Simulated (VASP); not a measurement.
# CuO (P-1) in VASP: further runs, part 2 of 2

VASP 6.6.1. Earlier steps stand in the parts before.

### 3 Relaxation of cell and atoms, LDA+U

The input, INCAR:

```
SYSTEM = CuO
PREC = Accurate
ENCUT = 600
EDIFF = 1E-6
ISMEAR = -1
SIGMA = 0.05
LREAL = .False.
LASPH = .True.
NELM = 150
ALGO = Normal
ISIF = 3
LWAVE = .False.
LCHARG = .False.
LMAXMIX = 4
LDAU = .True.
LDAUTYPE = 2
LDAUL = 2 -1
LDAUU = 4.5 0
LDAUJ = 0 0
LDAUPRINT = 1
GGA = CA
IBRION = 2
NSW = 60
EDIFFG = -0.01
```

The input, KPOINTS:

```
regular mesh
0
Gamma
  9 9 5
  0 0 0
```

The input, POSCAR:

```
CuO
1.0
    2.8795009639      0.0000000000      0.0000000000
    0.0390727580      2.8792794796      0.0000000000
    0.0174953863      0.0172449008      5.1763391994
Cu O
2 2
Direct
    0.0000000000      0.5000000000      0.0000000000
    0.5000000000      0.0000000000      0.5000000000
    0.9984239700      0.0016717800      0.7498871000
    0.0015760300      0.9983282200      0.2501129000
```

Potentials or basis: VASP PAW LDA potentials, release 64 (Cu, O).

On the command line:

```bash
cat potpaw_LDA.64/Cu/POTCAR potpaw_LDA.64/O/POTCAR > POTCAR
mpirun -np 1 vasp_std > vasp.out
```

OUTCAR:

```text
SYSTEM = CuO
   PREC = Accurate
   ENCUT = 600
   EDIFF = 1E-6
   ISMEAR = -1
   LREAL = .False.
   LASPH = .True.
   NELM = 150
   ISIF = 3
   GGA = CA
   IBRION = 2
   NSW = 60
   EDIFFG = -0.01

 ion  position               nearest neighbor table
   1  0.000  0.500  0.000-   3 1.94   4 1.94   3 1.94   4 1.94
   2  0.500  0.000  0.500-   3 1.94   4 1.94   4 1.94   3 1.94
   3  0.998  0.002  0.750-   2 1.94   2 1.94   1 1.94   1 1.94
   4  0.002  0.998  0.250-   2 1.94   2 1.94   1 1.94   1 1.94

  LATTYP: Found a base centered monoclinic cell.
 ALAT       =    11.1169163425
 B/A-ratio  =     0.3638182808
 C/A-ratio  =     0.4656324948
 COS(beta)  =    -0.9295148209

  Lattice vectors:

 A1 = (   2.8620055776,  -0.0172449008,  -5.1763391994)
 A2 = (   0.0215773717,   2.8620345788,  -5.1763391994)
 A3 = (   0.0174953863,   0.0172449008,   5.1763391994)

Analysis of symmetry for initial positions (statically):
=====================================================================
 Subroutine PRICEL returns:
 Original cell was already a primitive cell.

 Routine SETGRP: Setting up the symmetry group for a
 base centered monoclinic supercell.

 Subroutine GETGRP returns: Found  2 space group operations
 (whereof  2 operations were pure point group operations)
 out of a pool of  4 trial point group operations.

The static configuration has the point symmetry S_2 .

Analysis of symmetry for dynamics (positions and initial velocities):
=====================================================================
 Subroutine PRICEL returns:
[... 429 lines left out ...]

  0.9636 -0.0000  0.0001 -0.0009  0.0002
 -0.0000  0.9635 -0.0000  0.0001 -0.0002
  0.0001 -0.0000  0.9697  0.0001 -0.0164
 -0.0009  0.0001  0.0001  0.8101 -0.0001
  0.0002 -0.0002 -0.0164 -0.0001  0.9458

spin component  2

  0.9636 -0.0000  0.0001 -0.0009  0.0002
 -0.0000  0.9635 -0.0000  0.0001 -0.0002
  0.0001 -0.0000  0.9697  0.0001 -0.0164
 -0.0009  0.0001  0.0001  0.8101 -0.0001
  0.0002 -0.0002 -0.0164 -0.0001  0.9458

 occupancies and eigenvectors

  o =  0.8101  v = -0.0056  0.0008  0.0006 -1.0000 -0.0003  0.0000  0.0000  0.0000  0.0000  0.0000      0.0000  0.0000  0.0000  0.0000  0.0000  0.0000  0.0000  0.0000  0.0000  0.0000
  o =  0.8101  v =  0.0000  0.0000  0.0000  0.0000  0.0000 -0.0056  0.0008  0.0006 -1.0000 -0.0003      0.0000  0.0000  0.0000  0.0000  0.0000  0.0000  0.0000  0.0000  0.0000  0.0000
  o =  0.9374  v = -0.0095  0.0071  0.4525  0.0001  0.8917  0.0000  0.0000  0.0000  0.0000  0.0000      0.0000  0.0000  0.0000  0.0000  0.0000  0.0000  0.0000  0.0000  0.0000  0.0000
  o =  0.9374  v =  0.0000  0.0000  0.0000  0.0000  0.0000 -0.0095  0.0071  0.4525  0.0001  0.8917      0.0000  0.0000  0.0000  0.0000  0.0000  0.0000  0.0000  0.0000  0.0000  0.0000
  o =  0.9635  v =  0.0000  0.0000  0.0000  0.0000  0.0000 -0.1085 -0.9941  0.0072 -0.0002  0.0031      0.0000  0.0000  0.0000  0.0000  0.0000  0.0000  0.0000  0.0000  0.0000  0.0000
  o =  0.9635  v = -0.1085 -0.9941  0.0072 -0.0002  0.0031  0.0000  0.0000  0.0000  0.0000  0.0000      0.0000  0.0000  0.0000  0.0000  0.0000  0.0000  0.0000  0.0000  0.0000  0.0000
  o =  0.9636  v =  0.9940 -0.1085  0.0026 -0.0056  0.0102  0.0000  0.0000  0.0000  0.0000  0.0000      0.0000  0.0000  0.0000  0.0000  0.0000  0.0000  0.0000  0.0000  0.0000  0.0000
  o =  0.9636  v =  0.0000  0.0000  0.0000  0.0000  0.0000  0.9940 -0.1085  0.0026 -0.0056  0.0102      0.0000  0.0000  0.0000  0.0000  0.0000  0.0000  0.0000  0.0000  0.0000  0.0000
  o =  0.9781  v =  0.0000  0.0000  0.0000  0.0000  0.0000 -0.0028 -0.0047 -0.8917 -0.0007  0.4526      0.0000  0.0000  0.0000  0.0000  0.0000  0.0000  0.0000  0.0000  0.0000  0.0000
  o =  0.9781  v = -0.0028 -0.0047 -0.8917 -0.0007  0.4526  0.0000  0.0000  0.0000  0.0000  0.0000      0.0000  0.0000  0.0000  0.0000  0.0000  0.0000  0.0000  0.0000  0.0000  0.0000

--------------------------------------- Ionic step        7  -------------------------------------------

 number of electron      33.9999998 magnetization

 Free energy of the ion-electron system (eV)
  ---------------------------------------------------
  ext. energy  EPLUGINS =         0.00000000
  ---------------------------------------------------
  free energy    TOTEN  =       -20.34079412 eV

  energy without entropy =      -20.32235006  energy(sigma->0) =      -20.33157209

 E-fermi :   5.3411     XC(G=0): -12.3386

 val. band max:        5.3137431106   @ k =  -0.4444   0.3333   0.4000
 cond. band min:       5.3418386078   @ k =  -0.4444  -0.4444   0.4000
 fundamental gap:      0.0280954972
 Fermi energy:         5.3411293598

 k-point     1 :       0.0000    0.0000    0.0000
  band No.  band energies     occupation
      1     -14.6939      2.00000
      2     -13.0734      2.00000
      3      -3.6769      2.00000
      4      -0.8994      2.00000
      5      -0.8706      2.00000
      6       0.4187      2.00000
[... 565 lines left out ...]
     20      11.5430      0.00000
     21      14.7657      0.00000

 [... further k-points ...]

------------------------ aborting loop because EDIFF is reached ----------------------------------------

  FORCE on cell =-STRESS in cart. coord.  units (eV):
  Direction    XX          YY          ZZ          XY          YZ          ZX
  --------------------------------------------------------------------------------------
  -------------------------------------------------------------------------------------
  Total       -0.0397129     -0.0323958      0.0085881     -0.0082311      0.0019733      0.0005223
  in kB       -1.5800723     -1.2889418      0.3416961     -0.3274942      0.0785121      0.0207824
  external PRESSURE =      -0.8424393 kB  Pullay stress =       0.0000000 kB
[... 19 lines left out ...]
  FREE ENERGIE OF THE ION-ELECTRON SYSTEM (eV)
  ---------------------------------------------------
  free  energy   TOTEN  =       -20.3407941185 eV

  energy  without entropy=      -20.3223500588  energy(sigma->0) =      -20.33157209

 reached required accuracy - stopping structural energy minimisation
```

OSZICAR:

```text
N       E                     dE             d eps       ncg     rms          rms(c)
DAV:   1     0.321606396815E+03    0.32161E+03   -0.18584E+04  8638   0.291E+03
DAV:   2     0.239869706292E+02   -0.29762E+03   -0.28245E+03  8826   0.465E+02
DAV:   3    -0.219590885536E+02   -0.45946E+02   -0.43789E+02 11005   0.207E+02
DAV:   4    -0.241240596436E+02   -0.21650E+01   -0.21423E+01 11205   0.460E+01
[... 67 lines left out ...]
       N       E                     dE             d eps       ncg     rms          rms(c)
DAV:   1    -0.203408048021E+02   -0.94031E-05   -0.26045E-04 11204   0.360E-01    0.262E-02
DAV:   2    -0.203407962916E+02    0.85105E-05   -0.62022E-05 10032   0.277E-01    0.957E-03
DAV:   3    -0.203407943033E+02    0.19883E-05   -0.10313E-05 10114   0.148E-01    0.712E-03
DAV:   4    -0.203407941185E+02    0.18480E-06   -0.57526E-06  5721   0.105E-01
   7 F= -.20340794E+02 E0= -.20331572E+02  d E =-.461056E-04
```

CONTCAR:

```text
CuO
   1.00000000000000
     2.8302732519963905   -0.0008097458560748   -0.0001741579399293
     0.0375950765260843    2.8298316919258437   -0.0000710018214820
     0.0168778890836105    0.0168188946591622    5.0277637730544322
  Cu              O
     2     2
Direct
     0.0000000000000000    0.5000000000000000    0.0000000000000000
     0.5000000000000000    0.0000000000000000    0.5000000000000000
     0.9985006046760430    0.0015727798635510    0.7499594806278981
     0.0014993953239571    0.9984272201364490    0.2500405193721019

  0.00000000E+00  0.00000000E+00  0.00000000E+00
  0.00000000E+00  0.00000000E+00  0.00000000E+00
  0.00000000E+00  0.00000000E+00  0.00000000E+00
  0.00000000E+00  0.00000000E+00  0.00000000E+00
```

Run time: 13 min. Hardware: 1 thread of Oxide Virtual Turin-like, shared host; peak memory 0.27 GiB.

Results:

* Free energy: -20.3408 eV
* Relaxed volume: 10.07 Å³/atom
* Relaxed cell: a = 2.830 Å, b = 2.830 Å, c = 5.028 Å, α = 89.81°, β = 89.81°, γ = 89.26°
* Space group after relaxing (to 0.1 Å): P4_2/mmc (No. 131)
* Energy gained by relaxing: 25.6 meV/atom
* Ionic steps: 7
* Pressure after relaxing: -0.1 GPa
* Largest force after relaxing: 0.007 eV/Å
* Band gap on the k mesh: zero (bands 17 and 18 overlap by 1.09 eV)

Forces in eV/Å, atoms in the order of the input:
```
Cu   0.000  0.000  0.000
Cu   0.000  0.000  0.000
O    0.002 -0.002  0.006
O   -0.002  0.002 -0.006
```

The path:
```csv
step,energy change (eV),largest force (eV/Å),pressure (GPa),volume (Å³)
1,0.0000,0.0126,-10.87,42.92
2,-0.0487,0.0043,9.66,38.55
3,-0.1024,0.0063,-0.14,40.28
4,-0.1024,0.0069,0.20,40.23
5,-0.1024,0.0020,-0.25,40.30
6,-0.1024,0.0035,-0.15,40.27
7,-0.1024,0.0067,-0.08,40.27
```

Final structure:
```
CELL_PARAMETERS angstrom
2.83027 -0.00081 -0.00017
0.03760 2.82983 -0.00007
0.01688 0.01682 5.02776
ATOMIC_POSITIONS crystal
Cu 0.00000 0.50000 0.00000
Cu 0.50000 0.00000 0.50000
O 0.99850 0.00157 0.74996
O 0.00150 0.99843 0.25004
```

Levels at points of the mesh, in eV from the Fermi level:
```
           k point  band 15  band 16  band 17  band 18  band 19  band 20
(0.00, 0.00, 0.00)    -2.81    -2.57     0.73     0.77     1.91     6.65
```

Eigenvalues of the final occupation matrices:
| site | spin | trace | eigenvalues |
| --- | --- | --- | --- |
| site 1 d | 1 | 4.65 | 0.81 0.94 0.96 0.96 0.98 |
| site 1 d | 2 | 4.65 | 0.81 0.94 0.96 0.96 0.98 |
| site 2 d | 1 | 4.65 | 0.81 0.94 0.96 0.96 0.98 |
| site 2 d | 2 | 4.65 | 0.81 0.94 0.96 0.96 0.98 |

Caveat: U without spin polarisation on a metal has little footing.

### 4 Relaxation of cell and atoms, PBEsol+U

The input, INCAR:

```
SYSTEM = CuO
PREC = Accurate ; ENCUT = 600
EDIFF = 1E-6 ; ISMEAR = -1
SIGMA = 0.05 ; LREAL = .False.
LASPH = .True. ; NELM = 150
ALGO = Fast ; ISIF = 3
LWAVE = .False. ; LCHARG = .False.
LMAXMIX = 4 ; LDAU = .True.
LDAUTYPE = 2 ; LDAUL = 2 -1
LDAUU = 2 0 ; LDAUJ = 0 0
LDAUPRINT = 1 ; GGA = PS
IBRION = 2 ; NSW = 60
EDIFFG = -0.01
```

KPOINTS is that of step 3.

POSCAR is that of step 3.

Potentials or basis: VASP PAW PBE potentials, release 64 (Cu, O).

On the command line:

```bash
cat potpaw_PBE.64/Cu/POTCAR potpaw_PBE.64/O/POTCAR > POTCAR
mpirun -np 1 vasp_std > vasp.out
```

It took 20 min on 1 thread of Oxide Virtual Turin-like, shared host; peak memory 0.29 GiB.

The run converged. Its results:

| Property | Result |
| --- | --- |
| Free energy | -20.0707 eV |
| Relaxed volume | 10.60 Å³/atom |
| Relaxed cell | a = 2.885 Å, b = 2.886 Å, c = 5.093 Å, α = 89.80°, β = 89.81°, γ = 89.28° |
| Space group after relaxing (to 0.1 Å) | P4_2/mmc (No. 131) |
| Energy gained by relaxing | 2.7 meV/atom |
| Ionic steps | 8 |
| Pressure after relaxing | 0.1 GPa |
| Largest force after relaxing | 0.008 eV/Å |
| Band gap on the k mesh | zero (bands 17 and 18 overlap by 1.01 eV) |

Forces on the atoms (eV/Å):
```
Cu   0.000  0.000  0.000
Cu   0.000  0.000  0.000
O    0.001 -0.001 -0.008
O   -0.001  0.001  0.008
```

Stress tensor (GPa, compression positive):
```
 0.13 -0.06 -0.01
-0.06  0.15 -0.02
-0.01 -0.02  0.07
```

The path:
```csv
step,energy change (eV),largest force (eV/Å),pressure (GPa),volume (Å³)
1,0.0000,0.0116,-2.77,42.92
2,-0.0059,0.0032,2.46,41.77
3,-0.0090,0.0066,0.35,42.19
4,-0.0090,0.0081,0.38,42.17
5,-0.0101,0.0029,0.11,42.27
6,-0.0104,0.0040,0.34,42.32
7,-0.0107,0.0080,-0.14,42.41
8,-0.0107,0.0077,0.12,42.40
```

Final structure:
```cif
data_structure
_symmetry_space_group_name_H-M 'P 1'
_symmetry_Int_Tables_number 1
_cell_length_a 2.8853
_cell_length_b 2.8856
_cell_length_c 5.0931
_cell_angle_alpha 89.799
_cell_angle_beta 89.808
_cell_angle_gamma 89.281
_cell_volume 42.40
loop_
_atom_site_label
_atom_site_type_symbol
_atom_site_fract_x
_atom_site_fract_y
_atom_site_fract_z
_atom_site_occupancy
Cu1 Cu 0.00000 0.50000 0.00000 1
Cu2 Cu 0.50000 0.00000 0.50000 1
O1 O 0.99857 0.00147 0.75009 1
O2 O 0.00143 0.99853 0.24991 1
```

Levels at points of the mesh, in eV from the Fermi level:
```csv
k point,band 15,band 16,band 17,band 18,band 19,band 20
"(0.00, 0.00, 0.00)",-2.53,-2.30,0.71,0.74,1.57,6.24
```

Eigenvalues of the final occupation matrices:
| site | spin | trace | eigenvalues |
| --- | --- | --- | --- |
| site 1 d | 1 | 4.60 | 0.79 0.93 0.96 0.96 0.97 |
| site 1 d | 2 | 4.60 | 0.79 0.93 0.96 0.96 0.97 |
| site 2 d | 1 | 4.60 | 0.79 0.93 0.96 0.96 0.97 |
| site 2 d | 2 | 4.60 | 0.79 0.93 0.96 0.96 0.97 |

Caveat: the PAW data sets were made with another functional, which shifts forces and pressure a little; U without spin polarisation on a metal has little footing.

### 5 Summary

| level | potentials or basis | U | gap on the mesh (eV) | pressure (GPa) | relaxed volume (Å³/atom) | largest force (eV/Å) |
| --- | --- | --- | --- | --- | --- | --- |
| PBEsol+U | VASP PAW PBE potentials, release 64 (Cu, O) | Cu d U = 4.0 eV | none | -0.1 | 10.51 | 0.01 |
| LDA+U | VASP PAW LDA potentials, release 64 (Cu, O) | Cu d U = 4.5 eV | none | -0.1 | 10.07 | 0.01 |
| PBEsol+U | VASP PAW PBE potentials, release 64 (Cu, O) | Cu d U = 2.0 eV | none | 0.1 | 10.60 | 0.01 |

Alike in all rows: task relaxation of cell and atoms; no spin polarisation; cell relaxed; k mesh 9 × 9 × 5; cutoff (eV) 600; smearing fermi-dirac 0.05 eV.

Caveats: U without spin polarisation on a metal has little footing; the PAW data sets were made with another functional, which shifts forces and pressure a little (at least some runs).

Absolute energies hang on the potentials; compare differences alone.

The gap in the log of VASP goes by the Fermi energy; the results here count the filled bands.